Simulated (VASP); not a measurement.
Zn: single point with LDA

Zn:

```
CELL_PARAMETERS angstrom
2.63391 0.00000 0.00000
-1.31696 2.28104 0.00000
0.00000 0.00000 4.89888
ATOMIC_POSITIONS crystal
Zn 0.66667 0.33333 0.75000
Zn 0.33333 0.66667 0.25000
```

This cell differs from its parent crystal: volume scaled by 0.96.

```json
{
  "Program": "VASP 6.6.1",
  "Task": "single point",
  "Functional": "LDA",
  "Potentials or basis": "VASP PAW LDA potentials, release 64 (Zn)",
  "Cutoff": "520 eV",
  "k mesh": "11 × 11 × 6",
  "Occupations": "fermi-dirac, width 0.05 eV",
  "Spin": "no spin polarisation"
}
```

- Pressure: -6.1 GPa
- Band gap on the k mesh: zero (band 12 reaches 4.85 eV, above the bottom of band 13 at 0.03 eV)

Stress tensor (GPa, compression positive):
```
-6.14  0.00  0.00
 0.00 -6.14  0.00
 0.00  0.00 -5.98
```

Levels at points of the mesh, in eV from the Fermi level:
```tsv
k point	band 9	band 10	band 11	band 12	band 13	band 14	band 15	band 16
(0.00, 0.00, 0.00)	-7.29	-7.07	-7.07	-3.63	-2.95	13.91	17.74	17.90
(0.00, 0.00, 0.50)	-7.16	-7.16	-7.16	-7.16	4.78	4.78	19.21	19.21
```

It took 28 s on 1 thread of Intel Xeon 8259CL, on a shared host, peak memory 0.14 GiB.
